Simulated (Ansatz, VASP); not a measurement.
## One calculation of PbO, two programs

The input INCAR:

```
PREC = Accurate ; ENCUT = 520
EDIFF = 1E-7 ; ISMEAR = -1
SIGMA = 0.03 ; LREAL = F
LASPH = T ; NELM = 100
ALGO = Normal ; ISIF = 2
LWAVE = F ; LCHARG = T
GGA = CA ; LELF = T
LVHAR = T ; NBANDS = 28
```

Contents of KPOINTS:

```
Automatic mesh
0
Gamma
  7 7 6
```

Contents of POSCAR:

```
PbO
1.0
    3.9744000000      0.0000000000      0.0000000000
    0.0000000000      3.9744000000      0.0000000000
    0.0000000000      0.0000000000      4.9717800000
Pb O
2 2
Direct
    0.0000000000      0.5000000000      0.2351000000
    0.5000000000      0.0000000000      0.7649000000
    0.0000000000      0.0000000000      0.0000000000
    0.5000000000      0.5000000000      0.0000000000
```

Input for Ansatz:

```yaml
crystal:
  lattice:
    - [3.9744, 0.0, 0.0]
    - [0.0, 3.9744, 0.0]
    - [0.0, 0.0, 4.97178]
  atoms:
    - { symbol: Pb, position: [0.0, 0.5, 0.2351] }
    - { symbol: Pb, position: [0.5, 0.0, 0.7649] }
    - { symbol: O, position: [0.0, 0.0, 0.0] }
    - { symbol: O, position: [0.5, 0.5, 0.0] }
kpoints:
  mp_grid: { grid: [7, 7, 6] }
  band_path:
    path:
      - [0.0, 0.0, 0.0]
      - [0.0, 0.5, 0.0]
      - [0.5, 0.5, 0.0]
      - [0.0, 0.0, 0.0]
      - [0.0, 0.0, 0.5]
      - [0.0, 0.5, 0.5]
      - [0.5, 0.5, 0.5]
      - [0.0, 0.0, 0.5]
      - [0.0, 0.5, 0.0]
    npoints: 5
scf:
  occupations: { method: fermi_dirac, width: 0.03 }
hamiltonian:
  xc: lda
  pseudopotentials: { kind: all_electron, lapw: { basis_error: 0.001 } }
output:
  forces: true
  stress: true
  eigenvalues: true
```

Change from the starting cell: zz strain of -1 %.

Alike in both runs: task single point; functional LDA; k mesh 7 × 7 × 6; occupations fermi-dirac, width 0.03 eV; no spin polarisation.

```csv
,VASP,Ansatz
version,VASP 6.6.1,Ansatz 0.2.0
potentials or method,"VASP PAW LDA potentials, release 64 (Pb_d, O), cutoff 520 eV","all-electron LAPW, scalar-relativistic"
```

```tsv
	VASP	Ansatz	Ansatz less VASP
gap on the k mesh at the Fermi level (eV)	1.45	1.47	+0.021
pressure (GPa)	-0.9	-1.1	-0.20
traceless stress, the component that is largest in VASP (GPa)	0.52	0.52	-0.003
rms of the force components (eV/Å)	0.034	0.006	-0.0284
```

LDA's correlation is that of Perdew and Zunger in VASP and of Perdew and Wang (1992) in Ansatz. Atom by atom the forces differ by 0.028 eV/Å (rms over components). Ansatz ran all-electron here, and VASP with PAW potentials.

Spin-orbit coupling is off throughout.
